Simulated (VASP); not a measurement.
# KF (I4/mmm) in VASP: a series of runs

Runs on KF. Level: LDA. Tasks: single point.

All numbers are computed with VASP 6.6.1; they aren't measurements. Logs are shortened: lines on timing, memory, paths and dates and some standing lists are left out, and cuts for length are marked.

## Step 1: The cell of the first run

It takes space group I4/mmm (No. 139, tetragonal). The conventional cell has a = 3.651 Å, b = 3.651 Å, c = 5.525 Å, α = 90.00°, β = 90.00°, γ = 90.00°. Within 3.4 Å of K (site symmetry 4/mmm) lie 6 F at 2.58 to 2.76 Å. Within 3.4 Å of F (site symmetry 4/mmm) lie 6 K at 2.58 to 2.76 Å.

## Step 2: Single point, LDA (normal strain along x +0.0700, normal strain along z +0.0000)

INCAR reads:

```
PREC = Accurate ; ENCUT = 520
EDIFF = 1E-7 ; ISMEAR = 0
SIGMA = 0.05 ; LREAL = False
LASPH = True ; NELM = 100
ALGO = Normal ; ISIF = 2
LWAVE = False ; LCHARG = False
NBANDS = 15
```

KPOINTS reads:

```
regular mesh
0
Gamma
  8 8 8
```

POSCAR reads:

```
KF
1.0
    0.0000000000      2.5817196783      2.5817196783
    2.7624400558      0.0000000000      2.5817196783
    2.7624400558      2.5817196783      0.0000000000
K F
1 1
Direct
    0.0000000000      0.0000000000      0.0000000000
    0.5000000000      0.5000000000      0.5000000000
```

Potentials or basis: VASP PAW LDA potentials, release 64 (K_sv, F).

Launch:

```console
cat potpaw_LDA.64/K_sv/POTCAR potpaw_LDA.64/F/POTCAR > POTCAR
mpirun -np 1 vasp_std > vasp.out
```

OUTCAR:

```text
PREC = Accurate
   ENCUT = 520
   EDIFF = 1E-7
   ISMEAR = 0
   LREAL = False
   LASPH = True
   NELM = 100
   ISIF = 2

 ion  position               nearest neighbor table
   1  0.000  0.000  0.000-   2 2.58   2 2.58   2 2.58   2 2.58   2 2.76   2 2.76
   2  0.500  0.500  0.500-   1 2.58   1 2.58   1 2.58   1 2.58   1 2.76   1 2.76

  LATTYP: Found a body centered tetragonal cell.
 ALAT       =     3.6511029833
 C/A-ratio  =     1.5132085117

  Lattice vectors:

 A1 = (   2.7624400558,   0.0000000000,   2.5817196783)
 A2 = (   2.7624400558,   0.0000000000,  -2.5817196783)
 A3 = (  -2.7624400558,   2.5817196783,   0.0000000000)

Analysis of symmetry for initial positions (statically):
=====================================================================
 Subroutine PRICEL returns:
 Original cell was already a primitive cell.

 Routine SETGRP: Setting up the symmetry group for a
 body centered tetragonal supercell.

 Subroutine GETGRP returns: Found 16 space group operations
 (whereof 16 operations were pure point group operations)
 out of a pool of 16 trial point group operations.

The static configuration has the point symmetry D_4h.

Analysis of symmetry for dynamics (positions and initial velocities):
=====================================================================
 Subroutine PRICEL returns:
 Original cell was already a primitive cell.

 Routine SETGRP: Setting up the symmetry group for a
 body centered tetragonal supercell.

 Subroutine GETGRP returns: Found 16 space group operations
 (whereof 16 operations were pure point group operations)
 out of a pool of 16 trial point group operations.

The dynamic configuration has the point symmetry D_4h.

 Subroutine INISYM returns: Found 16 space group operations
 (whereof 16 operations are pure point group operations),
 and found     1 'primitive' translations

----------------------------------------------------------------------------------------

                                     Primitive cell

  volume of cell :      36.8249

  direct lattice vectors                    reciprocal lattice vectors
     0.000000000  2.581719678  2.581719678    -0.180999403  0.193669361  0.193669361
     2.762440056  0.000000000  2.581719678     0.180999403 -0.193669361  0.193669361
     2.762440056  2.581719678  0.000000000     0.180999403  0.193669361 -0.193669361

  length of vectors
     3.651102983  3.781051647  3.781051647     0.328293202  0.328293202  0.328293202

  position of ions in fractional coordinates (direct lattice)
     0.000000000  0.000000000  0.000000000
     0.500000000  0.500000000  0.500000000

  ion indices of the primitive-cell ions
   primitive index   ion index
                 1           1
                 2           2

----------------------------------------------------------------------------------------

 KPOINTS: regular mesh

Automatic generation of k-mesh.
 Grid dimensions read from file:
 generate k-points for:    8    8    8

 Generating k-lattice:

  Cartesian coordinates                     Fractional coordinates (reciprocal lattice)
    -0.022624925  0.024208670  0.024208670     0.125000000 -0.000000000 -0.000000000
     0.022624925 -0.024208670  0.024208670     0.000000000  0.125000000  0.000000000
     0.022624925  0.024208670 -0.024208670     0.000000000  0.000000000  0.125000000

  Length of vectors
     0.041036650  0.041036650  0.041036650

  Shift w.r.t. Gamma in fractional coordinates (k-lattice)
     0.000000000  0.000000000  0.000000000

 Subroutine IBZKPT returns following result:
 ===========================================

 Found     59 irreducible k-points:

 Following reciprocal coordinates:
            Coordinates               Weight
  0.000000  0.000000  0.000000      1.000000
  0.125000  0.000000  0.000000      8.000000
  0.250000  0.000000  0.000000      8.000000
  0.375000  0.000000  0.000000      8.000000
  0.500000  0.000000  0.000000      4.000000
  0.125000  0.125000  0.000000      4.000000
[... 16 lines left out ...]
  0.250000  0.125000  0.125000      4.000000
  0.375000  0.125000  0.125000      8.000000
 [... further k-points ...]
   k-points           NKPTS =     59   k-points in BZ     NKDIM =     59   number of bands    NBANDS=     15
   number of dos      NEDOS =    301   number of ions     NIONS =      2
   total plane-waves  NPLWV =  21952
   dimension x,y,z NGX =    28 NGY =   28 NGZ =   28
   dimension x,y,z NGXF=    56 NGYF=   56 NGZF=   56
   ions per type =               1   1
   NGX,Y,Z   is equivalent  to a cutoff of  12.75, 12.31, 12.31 a.u.
   NGXF,Y,Z  is equivalent  to a cutoff of  25.50, 24.62, 24.62 a.u.
 SYSTEM =  unknown system
   PREC   = accura    normal or accurate (medium, high low for compatibility)
   ISTART =      0    job   : 0-new  1-cont  2-samecut
   ICHARG =      2    charge: 1-file 2-atom 10-const
   ISPIN  =      1    spin polarized calculation?
   LNONCOLLINEAR =      F non collinear calculations
   LSORBIT =      F    spin-orbit coupling
   LASPH  =      T    aspherical Exc in radial PAW
   ENCUT  =  520.0 eV  38.22 Ry    6.18 a.u.   6.79  7.03  7.03*2*pi/ulx,y,z
   NELM   =    100;   NELMIN=  2; NELMDL= -5     # of ELM steps
   EDIFF  = 0.1E-06   stopping-criterion for ELM
   LREAL  =      F    real-space projection
   EDIFFG = 0.1E-05   stopping-criterion for IOM
   NSW    =      0    number of steps for IOM
   IBRION =     -1    ionic relax: 0-MD 1-quasi-New 2-CG
   NFREE  =      0    steps in history (QN), initial steepest desc. (CG)
   ISIF   =      2    stress and relaxation
   ISYM   =      2    0-nonsym 1-usesym 2-fastsym
   POTIM  = 0.5000    time-step for ionic-motion
   TEBEG  =    0.0;   TEEND  =   0.0 temperature during run
   PSTRESS=    0.0 pullay stress
   NELECT =      16.0000    total number of electrons
   NUPDOWN=      -1.0000    fix difference up-down
   EMIN   =  10.00;   EMAX   =-10.00  energy-range for DOS
   EFERMI =   0.00;   METHOD = LEGACY
   ISMEAR =     0;   SIGMA  =   0.05  broadening in eV -4-tet -1-fermi 0-gaus
   EFERMI_NEDOS =   21; number of points for ismear=-14 and -15
   IALGO  =     38    algorithm
   IMIX   =      4    mixing-type and parameters
     AMIX     =   0.40;   BMIX     =  1.00
     AMIX_MAG =   1.60;   BMIX_MAG =  1.00
  volume/ion in A,a.u.               =      18.41       124.25
  Fermi-wavevector in a.u.,A,eV,Ry     =   1.239941  2.343149 20.918340  1.537455
  Thomas-Fermi vector in A             =   2.374403
   LORBIT       =      0    0 simple, 1 ext, 2 COOP (PROOUT), +10 PAW based schemes
   GGA     = CA    functional components
   LHFCALC =     F    Hartree Fock is set to
   AEXX    =    0.0000 exact exchange contribution
   IVDW    =     0    specifies the selected vdW correction
   LEPSILON=     F    determine dielectric tensor
   LRPA    =     F    only Hartree local field effects (RPA)
 non-spin polarized calculation
 Gauss-broadening in eV      SIGMA  =   0.05
  energy-cutoff  :      520.00
  volume of cell :       36.82
 maximum number of plane-waves:      1024
   NGX = 13   NGY = 15   NGZ = 15

 number of electron      16.0000010 magnetization

 Free energy of the ion-electron system (eV)
  ---------------------------------------------------
  ext. energy  EPLUGINS =         0.00000000
  ---------------------------------------------------
  free energy    TOTEN  =        -9.03893332 eV

  energy without entropy =       -9.03893332  energy(sigma->0) =       -9.03893332

 E-fermi :  -2.8732     XC(G=0):  -9.2806

 val. band max:       -3.0947199481   @ k =   0.0000   0.0000   0.0000
 cond. band min:       2.8115371995   @ k =   0.0000   0.0000   0.0000
 fundamental gap:      5.9062571476
 Fermi energy:        -2.8731767814

 k-point     1 :       0.0000    0.0000    0.0000
  band No.  band energies     occupation
      1     -28.6615      2.00000
      2     -21.3740      2.00000
      3     -12.1151      2.00000
      4     -12.1032      2.00000
      5     -12.1032      2.00000
      6      -3.2022      2.00000
      7      -3.0947      2.00000
      8      -3.0947      2.00000
      9       2.8115      0.00000
     10       7.2091      0.00000
     11       7.6443      0.00000
     12       7.6443      0.00000
     13       8.9702      0.00000
     14       9.6110      0.00000
     15      13.5001      0.00000

 k-point     2 :       0.1250    0.0000    0.0000
  band No.  band energies     occupation
      1     -28.6433      2.00000
      2     -21.3926      2.00000
      3     -12.1556      2.00000
      4     -12.1186      2.00000
      5     -12.1026      2.00000
      6      -3.3070      2.00000
      7      -3.2068      2.00000
      8      -3.1639      2.00000
      9       3.2641      0.00000
     10       7.1640      0.00000
     11       7.6297      0.00000
     12       7.8626      0.00000
     13       9.1385      0.00000
     14       9.7690      0.00000
     15      14.3336      0.00000

 k-point     3 :       0.2500    0.0000    0.0000
  band No.  band energies     occupation
      1     -28.5988      2.00000
      2     -21.4385      2.00000
      3     -12.2646      2.00000
      4     -12.1430      2.00000
      5     -12.1010      2.00000
      6      -3.6278      2.00000
      7      -3.3550      2.00000
      8      -3.3268      2.00000
      9       4.3758      0.00000
     10       6.8282      0.00000
     11       8.1380      0.00000
     12       8.4247      0.00000
     13       9.6741      0.00000
     14      10.2276      0.00000
     15      15.5425      0.00000
[... 343 lines left out ...]
 k-point    23 :       0.2500    0.1250    0.1250
  band No.  band energies     occupation
      1     -28.6131      2.00000
      2     -21.4278      2.00000
      3     -12.1846      2.00000
      4     -12.1813      2.00000
      5     -12.0795      2.00000
      6      -3.5276      2.00000
      7      -3.3170      2.00000
      8      -3.2579      2.00000
      9       3.8995      0.00000
     10       6.8420      0.00000
     11       8.0527      0.00000
     12       8.1274      0.00000
     13       9.5387      0.00000
     14      10.0342      0.00000
     15      15.3832      0.00000

 k-point    24 :       0.3750    0.1250    0.1250
  band No.  band energies     occupation
      1     -28.5685      2.00000
      2     -21.4705      2.00000
      3     -12.3036      2.00000
      4     -12.2163      2.00000
      5     -12.0779      2.00000
      6      -3.8011      2.00000
      7      -3.4722      2.00000
      8      -3.3489      2.00000
      9       4.9993      0.00000
     10       6.5511      0.00000
     11       8.5514      0.00000
     12       8.7331      0.00000
     13      10.4596      0.00000
     14      10.4676      0.00000
     15      15.3401      0.00000

 [... further k-points ...]
[... 5 lines left out ...]
  --------------------------------------------------------------------------------------
  -------------------------------------------------------------------------------------
  Total       -0.9562581     -0.1942550     -0.1942550      0.0000000      0.0000000     -0.0000000
  in kB      -41.6049179     -8.4516543     -8.4516543      0.0000000      0.0000000     -0.0000000
  external PRESSURE =     -19.5027422 kB  Pullay stress =       0.0000000 kB

 VOLUME and BASIS-vectors are now :
 -----------------------------------------------------------------------------
  energy-cutoff  :      520.00
  volume of cell :       36.82
      direct lattice vectors                 reciprocal lattice vectors
     0.000000000  2.581719678  2.581719678    -0.180999403  0.193669361  0.193669361
     2.762440056  0.000000000  2.581719678     0.180999403 -0.193669361  0.193669361
     2.762440056  2.581719678  0.000000000     0.180999403  0.193669361 -0.193669361

 POSITION                                       TOTAL-FORCE (eV/Angst)
 -----------------------------------------------------------------------------------
      0.00000      0.00000      0.00000         0.000000     -0.000000      0.000000
      2.76244      2.58172      2.58172        -0.000000      0.000000     -0.000000
 -----------------------------------------------------------------------------------
    total drift:                                0.000000      0.000000      0.000000

  FREE ENERGIE OF THE ION-ELECTRON SYSTEM (eV)
  ---------------------------------------------------
  free  energy   TOTEN  =        -9.0389333162 eV

  energy  without entropy=       -9.0389333162  energy(sigma->0) =       -9.03893332
```

Wall time 42 s (1 thread of Intel Xeon 8259CL, shared host); peak memory 0.16 GiB.

Results:

```
Free energy            : -9.0389 eV
Pressure               : -2.0 GPa
Band gap on the k mesh : 5.91 eV
```

Stress tensor (GPa, compression positive):
```
-4.16  0.00  0.00
 0.00 -0.85  0.00
 0.00  0.00 -0.85
```

Caveat: the cell differs from its parent crystal (normal strain along x +0.0700, normal strain along z +0.0000).

## Step 3: Single point, LDA (normal strain along x +0.0000, normal strain along z +0.0750)

INCAR reads:

```
ALGO     = Normal         # electronic algorithm
EDIFF    = 1E-7           # SCF threshold, eV
ENCUT    = 520            # plane-wave cutoff, eV
ISIF     = 2              # what is computed and relaxed
ISMEAR   = 0              # smearing method
LASPH    = T              # aspherical terms in the spheres
LCHARG   = F              # write CHGCAR
LREAL    = F              # projectors in reciprocal space
LWAVE    = F              # write WAVECAR
NBANDS   = 15             # bands
NELM     = 100            # most SCF steps
PREC     = Accurate       # precision mode
SIGMA    = 0.05           # smearing width, eV
```

KPOINTS reads:

```
k-points
0
Gamma
  8 8 8
```

POSCAR reads:

```
KF
1.0
    0.0000000000      2.5817196783      2.7753486542
    2.5817196783      0.0000000000      2.7753486542
    2.5817196783      2.5817196783      0.0000000000
K F
1 1
Direct
    0.0000000000      0.0000000000      0.0000000000
    0.5000000000      0.5000000000      0.5000000000
```

Potentials or basis: VASP PAW LDA potentials, release 64 (K_sv, F).

Launch:

```console
cat potpaw_LDA.64/K_sv/POTCAR potpaw_LDA.64/F/POTCAR > POTCAR
mpirun -np 1 vasp_std > vasp.out
```

OUTCAR:

```text
EDIFF = 1E-7
   ENCUT = 520
   ISIF = 2
   ISMEAR = 0
   LASPH = T
   LREAL = F
   NELM = 100
   PREC = Accurate

 ion  position               nearest neighbor table
   1  0.000  0.000  0.000-   2 2.58   2 2.58   2 2.58   2 2.58   2 2.78   2 2.78
   2  0.500  0.500  0.500-   1 2.58   1 2.58   1 2.58   1 2.58   1 2.78   1 2.78

  LATTYP: Found a body centered tetragonal cell.
 ALAT       =     3.6511029833
 C/A-ratio  =     1.5202795796

  Lattice vectors:

 A1 = (  -2.5817196783,   0.0000000000,   2.7753486542)
 A2 = (   2.5817196783,   0.0000000000,   2.7753486542)
 A3 = (   0.0000000000,   2.5817196783,  -2.7753486542)

Analysis of symmetry for initial positions (statically):
=====================================================================
 Subroutine PRICEL returns:
 Original cell was already a primitive cell.

 Routine SETGRP: Setting up the symmetry group for a
 body centered tetragonal supercell.

 Subroutine GETGRP returns: Found 16 space group operations
 (whereof 16 operations were pure point group operations)
 out of a pool of 16 trial point group operations.

The static configuration has the point symmetry D_4h.

[... 168 lines left out ...]
  band No.  band energies     occupation
      1     -28.6847      2.00000
      2     -21.3855      2.00000
      3     -12.1445      2.00000
      4     -12.1299      2.00000
      5     -12.1299      2.00000
      6      -3.2181      2.00000
      7      -3.1063      2.00000
      8      -3.1063      2.00000
      9       2.7707      0.00000
     10       7.1683      0.00000
     11       7.6321      0.00000
     12       7.6321      0.00000
     13       8.9237      0.00000
     14       9.6022      0.00000
[... 401 lines left out ...]
      2     -21.4808      2.00000
      3     -12.3802      2.00000
      4     -12.2361      2.00000
      5     -12.1803      2.00000
      6      -3.8254      2.00000
      7      -3.4552      2.00000
      8      -3.3789      2.00000
      9       5.3021      0.00000
     10       6.3808      0.00000
     11       8.7519      0.00000
     12       8.9993      0.00000
     13      10.4477      0.00000
     14      10.6619      0.00000
     15      14.5395      0.00000

 [... further k-points ...]
[... 5 lines left out ...]
  --------------------------------------------------------------------------------------
  -------------------------------------------------------------------------------------
  Total       -0.2094234     -0.2094234     -0.9969621      0.0000000     -0.0000000      0.0000000
  in kB       -9.0692250     -9.0692250    -43.1741243      0.0000000     -0.0000000      0.0000000
  external PRESSURE =     -20.4375248 kB  Pullay stress =       0.0000000 kB

 VOLUME and BASIS-vectors are now :
 -----------------------------------------------------------------------------
  energy-cutoff  :      520.00
  volume of cell :       37.00
      direct lattice vectors                 reciprocal lattice vectors
     0.000000000  2.581719678  2.775348654    -0.193669361  0.193669361  0.180157545
     2.581719678  0.000000000  2.775348654     0.193669361 -0.193669361  0.180157545
     2.581719678  2.581719678  0.000000000     0.193669361  0.193669361 -0.180157545

 POSITION                                       TOTAL-FORCE (eV/Angst)
 -----------------------------------------------------------------------------------
      0.00000      0.00000      0.00000         0.000000     -0.000000      0.000000
      2.58172      2.58172      2.77535        -0.000000      0.000000      0.000000
 -----------------------------------------------------------------------------------
    total drift:                                0.000000      0.000000      0.000000

  FREE ENERGIE OF THE ION-ELECTRON SYSTEM (eV)
  ---------------------------------------------------
  free  energy   TOTEN  =        -9.0345873762 eV

  energy  without entropy=       -9.0345873762  energy(sigma->0) =       -9.03458738
```

stdout:

```text
POSCAR found type information on POSCAR K F
 POSCAR found :  2 types and       2 ions
 scaLAPACK will be used
 LDA part: xc-table for (Slater(with rela. corr.)+CA(PZ))
 , standard interpolation
 POSCAR, INCAR and KPOINTS ok, starting setup
 FFT: planning ... GRIDC
 FFT: planning ... GRID_SOFT
 FFT: planning ... GRID
 WAVECAR not read
 entering main loop
```

Wall time 46 s (1 thread of Intel Xeon 8259CL, shared host); peak memory 0.16 GiB.

Results:

- Free energy: -9.0346 eV
- Pressure: -2.0 GPa
- Band gap on the k mesh: 5.88 eV

Levels at points of the mesh, in eV from the valence-band top:
| k point | band 4 | band 5 | band 6 | band 7 | band 8 | band 9 | band 10 | band 11 | band 12 | band 13 |
| --- | --- | --- | --- | --- | --- | --- | --- | --- | --- | --- |
| (0.00, 0.00, 0.00) | -9.02 | -9.02 | -0.11 | 0.00 | 0.00 | 5.88 | 10.27 | 10.74 | 10.74 | 12.03 |
| (0.50, 0.00, 0.00) | -9.10 | -9.02 | -0.93 | -0.45 | -0.44 | 8.84 | 10.38 | 11.89 | 12.33 | 14.38 |
| (0.50, 0.50, 0.00) | -9.22 | -9.22 | -0.36 | -0.04 | -0.04 | 8.06 | 10.26 | 11.15 | 13.76 | 14.41 |
| (0.50, 0.00, 0.50) | -9.36 | -9.26 | -0.17 | -0.16 | -0.04 | 7.82 | 10.26 | 11.80 | 13.70 | 14.08 |

Caveat: the cell differs from its parent crystal (normal strain along x +0.0000, normal strain along z +0.0750). A k mesh can miss the band edges.
